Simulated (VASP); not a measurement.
Hg, 4 atoms in the cell. Symmetry: P6_3/mmc, No. 194, hexagonal system. Conventional cell: a = 3.337 Å, b = 3.337 Å, c = 11.779 Å, α = 90.00°, β = 90.00°, γ = 120.00°. Hg (site symmetry -3m) has 12 Hg at 3.34 to 3.52 Å within 4.4 Å. Within 4.4 Å of Hg (site symmetry -6m2) lie 12 Hg at 3.34 to 3.52 Å.  This cell differs from its parent crystal: strain +0.1125 x Voigt [0, 0, 1, 0, 0, 0].

- Program: VASP 6.6.1
- Task: single point
- Functional: PBE
- Dispersion: D3(BJ)
- Potentials or basis: VASP PAW PBE potentials, release 64 (Hg)
- Cutoff: 520 eV
- k mesh: 18 × 18 × 6
- Occupations: gaussian, width 0.15 eV
- Spin: no spin polarisation
- Dipole correction: no
- Further INCAR settings: ALGO = Normal; EDIFF = 1e-06; NBANDS = 32

Potentials or basis: VASP PAW PBE potentials, release 64 (Hg).

Launch:

```console
$ cat potpaw_PBE.64/Hg/POTCAR > POTCAR
$ mpirun -np 1 vasp_std > vasp.out
```

Hardware: 1 thread of Intel(R) Xeon(R) 6975P-C (Granite Rapids), on a shared host.

Q: Estimate the wall time of this run.

A: Wall time 4.1 min on 1 thread of Intel(R) Xeon(R) 6975P-C (Granite Rapids), on a shared host, peak memory 0.52 GiB. Counts: scf iterations 11, k points 148.
